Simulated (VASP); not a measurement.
Input of a VASP 6.6.1 run:

The input INCAR:

```
PREC     = Accurate       # precision mode
ENCUT    = 520            # plane-wave cutoff, eV
EDIFF    = 1E-6           # SCF threshold, eV
ISMEAR   = 1              # smearing method
SIGMA    = 0.1            # smearing width, eV
LREAL    = False          # projectors in reciprocal space
LASPH    = True           # aspherical terms in the spheres
NELM     = 80             # most SCF steps
ALGO     = Normal         # electronic algorithm
ISIF     = 2              # what is computed and relaxed
LWAVE    = False          # write WAVECAR
LCHARG   = False          # write CHGCAR
GGA      = PS             # functional
NBANDS   = 14             # bands
```

KPOINTS

```
regular mesh
0
Gamma
  11 11 11
```

The input POSCAR:

```
NbH2
1.0
    0.0000000000      2.2610370143      2.2610370143
    2.2610370143      0.0000000000      2.2610370143
    2.2610370143      2.2610370143      0.0000000000
Nb H
1 2
Direct
    0.0000000000      0.0000000000      0.0000000000
    0.2500000000      0.2500000000      0.2500000000
    0.7500000000      0.7500000000      0.7500000000
```

Potentials or basis: VASP PAW PBE potentials, release 64 (Nb_sv, H).

Run with:

```sh
$ cat potpaw_PBE.64/Nb_sv/POTCAR potpaw_PBE.64/H/POTCAR > POTCAR
$ mpirun -np 1 vasp_std > vasp.out
```

(1) Estimate the pressure.

## Answers

(1) -1.0 GPa.

Caveat: the PAW data sets were made with another functional, which shifts forces and pressure a little.
